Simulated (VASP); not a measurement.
Input of a VASP 6.6.1 run:

File POSCAR:

```
Ag
1.0
    0.0000000000      2.1086902058      2.1086902058
    2.1086902058      0.0000000000      2.1086902058
    2.1086902058      2.1086902058      0.0000000000
Ag
1
Direct
    0.0000000000      0.0000000000      0.0000000000
```

File INCAR.step1:

```
SYSTEM = Ag
GGA      = PE             ! functional
LSORBIT  = .TRUE.         ! spin-orbit coupling
MAGMOM   = 0 0 0          ! initial moments
LORBIT   = 11             ! projections on sites
ISMEAR   = 1              ! smearing method
SIGMA    = 0.1            ! smearing width, eV
LWAVE    = .FALSE.        ! write WAVECAR
LCHARG   = .FALSE.        ! write CHGCAR
NSW      = 80             ! ionic steps
PREC     = Accurate       ! precision mode
LASPH    = .TRUE.         ! aspherical terms in the spheres
LREAL    = .FALSE.        ! projectors in reciprocal space
ALGO     = Normal         ! electronic algorithm
EDIFF    = 1E-6           ! SCF threshold, eV
NELM     = 200            ! most SCF steps
GGA_COMPAT= .FALSE.      
IBRION   = 2              ! ionic algorithm
ISIF     = 3              ! what is computed and relaxed
EDIFFG   = -0.005         ! ionic threshold
NELMIN   = 4            
ENCUT    = 380            ! plane-wave cutoff, eV
LMAXMIX  = 4              ! l up to which the mixer works
KPAR     = 2            
POTIM    = 0.5            ! step
```

File INCAR.step3:

```
SYSTEM = Ag
GGA      = PE             ! functional
LSORBIT  = .TRUE.         ! spin-orbit coupling
MAGMOM   = 0 0 0          ! initial moments
LORBIT   = 11             ! projections on sites
ISMEAR   = 1              ! smearing method
SIGMA    = 0.1            ! smearing width, eV
LWAVE    = .FALSE.        ! write WAVECAR
LCHARG   = .FALSE.        ! write CHGCAR
PREC     = Accurate       ! precision mode
LASPH    = .TRUE.         ! aspherical terms in the spheres
LREAL    = .FALSE.        ! projectors in reciprocal space
ALGO     = Normal         ! electronic algorithm
EDIFF    = 1E-6           ! SCF threshold, eV
NELM     = 200            ! most SCF steps
GGA_COMPAT= .FALSE.      
ISIF     = 2              ! what is computed and relaxed
ENCUT    = 380            ! plane-wave cutoff, eV
LMAXMIX  = 4              ! l up to which the mixer works
KPAR     = 2
```

Contents of KPOINTS:

```
Automatic mesh
0
Gamma
  12 12 12
  0 0 0
```

Potentials or basis: VASP PAW PBE potentials, release 64 (Ag).

Launch:

```sh
$ cat potpaw_PBE.64/Ag/POTCAR > POTCAR
$ cp INCAR.step1 INCAR
$ cp POSCAR.step1 POSCAR
$ mpirun -np 2 vasp_ncl > vasp.out
$ cp CONTCAR POSCAR
$ mpirun -np 2 vasp_ncl > vasp.out
$ cp CONTCAR POSCAR
$ cp INCAR.step3 INCAR
$ mpirun -np 2 vasp_ncl > vasp.out
```

(1) What does it give for the relaxed cell?

(2) What does it give for the net moment?

(3) Estimate the relaxed volume.

## Answers

(1) a = 2.926 Å, b = 2.926 Å, c = 2.926 Å, α = 60.00°, β = 60.00°, γ = 60.00°.

(2) 0.00 μB per cell.

(3) 17.72 Å³/atom.
